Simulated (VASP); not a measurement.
# As (R-3m) in VASP: further runs

As is run at these levels: PBEsol; tasks: single point.

Program: VASP 6.6.1. These are calculated values, not measurements. Logs are shortened: lines on timing, memory, paths and dates and some standing lists are left out, and cuts for length are marked.

## Step 1: The cell of the first run

It takes space group R-3m (No. 166, trigonal). The conventional cell has a = 3.816 Å, b = 3.816 Å, c = 10.144 Å, α = 90.00°, β = 90.00°, γ = 120.00°. Within 3.3 Å of As (site symmetry 3m) lie 6 As at 2.53 to 3.08 Å.

## Step 2: Single point, PBEsol (strain +0.015 along x and y, -0.030 along z)

The input, INCAR:

```
  PREC = Accurate
  ENCUT = 520
  EDIFF = 1E-7
  ISMEAR = 0
  SIGMA = 0.15
  LREAL = F
  LASPH = T
  NELM = 100
  ALGO = Normal
  ISIF = 2
  LWAVE = F
  LCHARG = F
  GGA = PS
  NBANDS = 12
```

The input, KPOINTS:

```
regular mesh
0
Gamma
  18 18 18
```

The input, POSCAR:

```
As
1.0
    1.9079456994      1.1015529631      3.3811969000
   -1.9079456994      1.1015529631      3.3811969000
    0.0000000000     -2.2031059263      3.3811969000
As
2
Direct
    0.2275400000      0.2275400000      0.2275400000
    0.7724600000      0.7724600000      0.7724600000
```

Potentials or basis: VASP PAW PBE potentials, release 64 (As).

Command:

```
cat potpaw_PBE.64/As/POTCAR > POTCAR
mpirun -np 1 vasp_std > vasp.out
```

OUTCAR:

```text
PREC = Accurate
   ENCUT = 520
   EDIFF = 1E-7
   ISMEAR = 0
   LREAL = F
   LASPH = T
   NELM = 100
   ISIF = 2
   GGA = PS

 ion  position               nearest neighbor table
   1  0.228  0.228  0.228-   2 2.53   2 2.53   2 2.53
   2  0.772  0.772  0.772-   1 2.53   1 2.53   1 2.53

  LATTYP: Found a trigonal (rhomboedric) cell.
 ALAT       =     4.0356124937
 COS(alpha) =     0.5529633801

  Lattice vectors:

 A1 = (   1.9079456994,   1.1015529631,   3.3811969000)
 A2 = (  -1.9079456994,   1.1015529631,   3.3811969000)
 A3 = (   0.0000000000,  -2.2031059263,   3.3811969000)

Analysis of symmetry for initial positions (statically):
=====================================================================
 Subroutine PRICEL returns:
 Original cell was already a primitive cell.

 Routine SETGRP: Setting up the symmetry group for a
 trigonal (rhombohedral) supercell.

 Subroutine GETGRP returns: Found 12 space group operations
 (whereof 12 operations were pure point group operations)
 out of a pool of 12 trial point group operations.

The static configuration has the point symmetry D_3d.

Analysis of symmetry for dynamics (positions and initial velocities):
=====================================================================
 Subroutine PRICEL returns:
 Original cell was already a primitive cell.

 Routine SETGRP: Setting up the symmetry group for a
 trigonal (rhombohedral) supercell.

 Subroutine GETGRP returns: Found 12 space group operations
 (whereof 12 operations were pure point group operations)
 out of a pool of 12 trial point group operations.

The dynamic configuration has the point symmetry D_3d.

 Subroutine INISYM returns: Found 12 space group operations
 (whereof 12 operations are pure point group operations),
 and found     1 'primitive' translations

----------------------------------------------------------------------------------------

                                     Primitive cell

  volume of cell :      42.6376

  direct lattice vectors                    reciprocal lattice vectors
     1.907945699  1.101552963  3.381196900     0.262061965  0.151301546  0.098584419
    -1.907945699  1.101552963  3.381196900    -0.262061965  0.151301546  0.098584419
     0.000000000 -2.203105926  3.381196900     0.000000000 -0.302603093  0.098584419

  length of vectors
     4.035612494  4.035612494  4.035612494     0.318257002  0.318257002  0.318257002

  position of ions in fractional coordinates (direct lattice)
     0.227540000  0.227540000  0.227540000
     0.772460000  0.772460000  0.772460000

  ion indices of the primitive-cell ions
   primitive index   ion index
                 1           1
                 2           2

----------------------------------------------------------------------------------------

 KPOINTS: regular mesh

Automatic generation of k-mesh.
 Grid dimensions read from file:
 generate k-points for:   18   18   18

 Generating k-lattice:

  Cartesian coordinates                     Fractional coordinates (reciprocal lattice)
     0.014558998  0.008405641  0.005476912     0.055555556 -0.000000000  0.000000000
    -0.014558998  0.008405641  0.005476912    -0.000000000  0.055555556  0.000000000
     0.000000000 -0.016811283  0.005476912    -0.000000000 -0.000000000  0.055555556

  Length of vectors
     0.017680945  0.017680945  0.017680945

  Shift w.r.t. Gamma in fractional coordinates (k-lattice)
     0.000000000  0.000000000  0.000000000

 Subroutine IBZKPT returns following result:
 ===========================================

 Found    580 irreducible k-points:

 Following reciprocal coordinates:
            Coordinates               Weight
  0.000000  0.000000  0.000000      1.000000
  0.055556  0.000000 -0.000000      6.000000
  0.111111  0.000000 -0.000000      6.000000
  0.166667 -0.000000 -0.000000      6.000000
  0.222222  0.000000 -0.000000      6.000000
  0.277778  0.000000 -0.000000      6.000000
[... 16 lines left out ...]
 -0.277778  0.055556  0.000000     12.000000
 -0.222222  0.055556  0.000000     12.000000
 [... further k-points ...]
   k-points           NKPTS =    580   k-points in BZ     NKDIM =    580   number of bands    NBANDS=     12
   number of dos      NEDOS =    301   number of ions     NIONS =      2
   total plane-waves  NPLWV =  27000
   dimension x,y,z NGX =    30 NGY =   30 NGZ =   30
   dimension x,y,z NGXF=    60 NGYF=   60 NGZF=   60
   ions per type =               2
   NGX,Y,Z   is equivalent  to a cutoff of  12.36, 12.36, 12.36 a.u.
   NGXF,Y,Z  is equivalent  to a cutoff of  24.72, 24.72, 24.72 a.u.
 SYSTEM =  unknown system
   PREC   = accura    normal or accurate (medium, high low for compatibility)
   ISTART =      0    job   : 0-new  1-cont  2-samecut
   ICHARG =      2    charge: 1-file 2-atom 10-const
   ISPIN  =      1    spin polarized calculation?
   LNONCOLLINEAR =      F non collinear calculations
   LSORBIT =      F    spin-orbit coupling
   LASPH  =      T    aspherical Exc in radial PAW
   ENCUT  =  520.0 eV  38.22 Ry    6.18 a.u.   7.50  7.50  7.50*2*pi/ulx,y,z
   NELM   =    100;   NELMIN=  2; NELMDL= -5     # of ELM steps
   EDIFF  = 0.1E-06   stopping-criterion for ELM
   LREAL  =      F    real-space projection
   EDIFFG = 0.1E-05   stopping-criterion for IOM
   NSW    =      0    number of steps for IOM
   IBRION =     -1    ionic relax: 0-MD 1-quasi-New 2-CG
   NFREE  =      0    steps in history (QN), initial steepest desc. (CG)
   ISIF   =      2    stress and relaxation
   ISYM   =      2    0-nonsym 1-usesym 2-fastsym
   POTIM  = 0.5000    time-step for ionic-motion
   TEBEG  =    0.0;   TEEND  =   0.0 temperature during run
   PSTRESS=    0.0 pullay stress
   NELECT =      10.0000    total number of electrons
   NUPDOWN=      -1.0000    fix difference up-down
   EMIN   =  10.00;   EMAX   =-10.00  energy-range for DOS
   EFERMI =   0.00;   METHOD = LEGACY
   ISMEAR =     0;   SIGMA  =   0.15  broadening in eV -4-tet -1-fermi 0-gaus
   EFERMI_NEDOS =   21; number of points for ismear=-14 and -15
   IALGO  =     38    algorithm
   IMIX   =      4    mixing-type and parameters
     AMIX     =   0.40;   BMIX     =  1.00
     AMIX_MAG =   1.60;   BMIX_MAG =  1.00
  volume/ion in A,a.u.               =      21.32       143.87
  Fermi-wavevector in a.u.,A,eV,Ry     =   1.009587  1.907843 13.867958  1.019266
  Thomas-Fermi vector in A             =   2.142524
   LORBIT       =      0    0 simple, 1 ext, 2 COOP (PROOUT), +10 PAW based schemes
   GGA     = PS    functional components
   LHFCALC =     F    Hartree Fock is set to
   AEXX    =    0.0000 exact exchange contribution
   IVDW    =     0    specifies the selected vdW correction
   LEPSILON=     F    determine dielectric tensor
   LRPA    =     F    only Hartree local field effects (RPA)
 non-spin polarized calculation
 Gauss-broadening in eV      SIGMA  =   0.15
  energy-cutoff  :      520.00
  volume of cell :       42.64
 maximum number of plane-waves:      1165
   NGX = 15   NGY = 15   NGZ = 15

 number of electron      10.0000001 magnetization

 Free energy of the ion-electron system (eV)
  ---------------------------------------------------
  ext. energy  EPLUGINS =         0.00000000
  ---------------------------------------------------
  free energy    TOTEN  =       -10.20378682 eV

  energy without entropy =      -10.20121290  energy(sigma->0) =      -10.20249986

 E-fermi :   5.3785     XC(G=0): -10.1657

 val. band max:        5.3699227556   @ k =   0.4444   0.0000  -0.0000
 cond. band min:       5.3787678473   @ k =   0.3333   0.1667   0.1667
 fundamental gap:      0.0088450917
 Fermi energy:         5.3785322323

 k-point     1 :       0.0000    0.0000    0.0000
  band No.  band energies     occupation
      1      -9.6347      2.00000
      2      -0.2185      2.00000
      3       3.2374      2.00000
      4       3.2374      2.00000
      5       3.2491      2.00000
      6       7.1788      0.00000
      7       8.3967      0.00000
      8       8.3967      0.00000
      9      11.9302      0.00000
     10      11.9302      0.00000
     11      12.5570      0.00000
     12      13.9908      0.00000

 k-point     2 :       0.0556    0.0000   -0.0000
  band No.  band energies     occupation
      1      -9.5938      2.00000
      2      -0.3995      2.00000
      3       3.2134      2.00000
      4       3.2135      2.00000
      5       3.3216      2.00000
      6       7.2356      0.00000
      7       8.3056      0.00000
      8       8.3539      0.00000
      9      11.6559      0.00000
     10      11.8551      0.00000
     11      12.2726      0.00000
     12      14.3010      0.00000

 k-point     3 :       0.1111    0.0000   -0.0000
  band No.  band energies     occupation
      1      -9.4714      2.00000
      2      -0.8833      2.00000
      3       3.1412      2.00000
      4       3.1473      2.00000
      5       3.5108      2.00000
      6       7.3151      0.00000
      7       8.0866      0.00000
      8       8.2091      0.00000
      9      11.1639      0.00000
     10      11.8153      0.00000
     11      11.9697      0.00000
     12      15.0308      0.00000

 k-point     4 :       0.1667   -0.0000   -0.0000
  band No.  band energies     occupation
      1      -9.2682      2.00000
      2      -1.5586      2.00000
      3       3.0533      2.00000
      4       3.0580      2.00000
      5       3.7379      2.00000
      6       7.2062      0.00000
      7       7.8351      0.00000
      8       7.9527      0.00000
      9      10.9292      0.00000
     10      11.8691      0.00000
     11      12.0079      0.00000
     12      15.9737      0.00000

 k-point     5 :       0.2222    0.0000   -0.0000
  band No.  band energies     occupation
      1      -8.9860      2.00000
      2      -2.3350      2.00000
      3       2.9484      2.00000
      4       2.9909      2.00000
      5       3.9602      2.00000
      6       6.8799      0.00000
      7       7.5035      0.00000
      8       7.6241      0.00000
      9      11.1317      0.00000
     10      12.0195      0.00000
     11      12.4621      0.00000
     12      17.0373      0.00000
[... 228 lines left out ...]
      1      -7.4858      2.00000
      2      -5.0088      2.00000
      3       2.2749      2.00000
      4       3.1252      2.00000
      5       4.4801      2.00000
      6       5.6315      0.01708
      7       6.0532      0.00000
      8       7.2519      0.00000
      9      13.0385      0.00000
     10      14.2805      0.00000
     11      16.0959      0.00000
     12      17.0260      0.00000

 k-point    22 :      -0.3333    0.0556    0.0000
  band No.  band energies     occupation
      1      -7.9884      2.00000
      2      -4.2636      2.00000
      3       2.3086      2.00000
      4       3.2114      2.00000
      5       4.3289      2.00000
      6       5.8798      0.00000
      7       6.2779      0.00000
      8       7.4886      0.00000
      9      12.2623      0.00000
     10      13.3282      0.00000
     11      15.0125      0.00000
     12      17.7431      0.00000

 k-point    23 :      -0.2778    0.0556    0.0000
  band No.  band energies     occupation
      1      -8.4412      2.00000
      2      -3.4692      2.00000
      3       2.3823      2.00000
      4       3.2736      2.00000
      5       4.1604      2.00000
      6       6.2171      0.00000
      7       6.6222      0.00000
      8       7.7543      0.00000
      9      11.5971      0.00000
     10      12.5912      0.00000
     11      14.0191      0.00000
     12      17.5034      0.00000

 k-point    24 :      -0.2222    0.0556    0.0000
  band No.  band energies     occupation
      1      -8.8265      2.00000
      2      -2.6644      2.00000
      3       2.4954      2.00000
      4       3.3220      2.00000
      5       3.9731      2.00000
      6       6.6228      0.00000
      7       7.0219      0.00000
      8       8.0059      0.00000
      9      11.0674      0.00000
     10      12.1364      0.00000
     11      13.1668      0.00000
     12      16.5273      0.00000

 [... further k-points ...]

------------------------ aborting loop because EDIFF is reached ----------------------------------------

  FORCE on cell =-STRESS in cart. coord.  units (eV):
  Direction    XX          YY          ZZ          XY          YZ          ZX
  --------------------------------------------------------------------------------------
  -------------------------------------------------------------------------------------
  Total       -0.1784190     -0.1784190      0.1917517      0.0000000     -0.0000000      0.0000000
  in kB       -6.7043811     -6.7043811      7.2053760      0.0000000     -0.0000000      0.0000000
  external PRESSURE =      -2.0677954 kB  Pullay stress =       0.0000000 kB

 VOLUME and BASIS-vectors are now :
 -----------------------------------------------------------------------------
  energy-cutoff  :      520.00
  volume of cell :       42.64
      direct lattice vectors                 reciprocal lattice vectors
     1.907945699  1.101552963  3.381196900     0.262061965  0.151301546  0.098584419
    -1.907945699  1.101552963  3.381196900    -0.262061965  0.151301546  0.098584419
     0.000000000 -2.203105926  3.381196900     0.000000000 -0.302603093  0.098584419

 POSITION                                       TOTAL-FORCE (eV/Angst)
 -----------------------------------------------------------------------------------
      0.00000     -0.00000      2.30807         0.000000     -0.000000      0.334393
      0.00000     -0.00000      7.83552         0.000000      0.000000     -0.334393
 -----------------------------------------------------------------------------------
    total drift:                               -0.000000      0.000000     -0.000000

  FREE ENERGIE OF THE ION-ELECTRON SYSTEM (eV)
  ---------------------------------------------------
  free  energy   TOTEN  =       -10.2037868236 eV

  energy  without entropy=      -10.2012128959  energy(sigma->0) =      -10.20249986
```

Run time: 2.8 min. Hardware: 1 thread of AMD EPYC 7R13 (Zen 3), shared host; peak memory 0.34 GiB.

What came out:

```yaml
Free_energy: -10.2038 eV
Pressure: -0.2 GPa
Largest_force: 0.334 eV/Å
Band_gap_on_the_k_mesh: zero (bands 5 and 6 overlap by 0.25 eV)
```

Forces in eV/Å, atoms in the order of the input:
```
As   0.000  0.000  0.334
As   0.000  0.000 -0.334
```

Levels at points of the mesh, in eV from the Fermi level:
```tsv
k point	band 1	band 2	band 3	band 4	band 5	band 6	band 7	band 8	band 9	band 10
(0.00, 0.00, 0.00)	-15.01	-5.60	-2.14	-2.14	-2.13	1.80	3.02	3.02	6.55	6.55
(0.50, 0.00, 0.00)	-12.28	-11.17	-2.73	-2.38	-0.38	-0.25	0.53	1.17	9.29	10.00
(0.50, 0.50, 0.00)	-12.21	-9.59	-6.09	-4.29	-4.13	1.43	5.69	6.84	7.62	10.71
(0.50, 0.50, 0.50)	-13.48	-10.02	-1.86	-1.86	-0.94	0.47	0.47	1.65	8.24	10.67
```

Caveat: the cell differs from its parent crystal (strain +0.015 along x and y, -0.030 along z); the PAW data sets were made with another functional, which shifts forces and pressure a little.

(Part 1 of 2 ends here.)
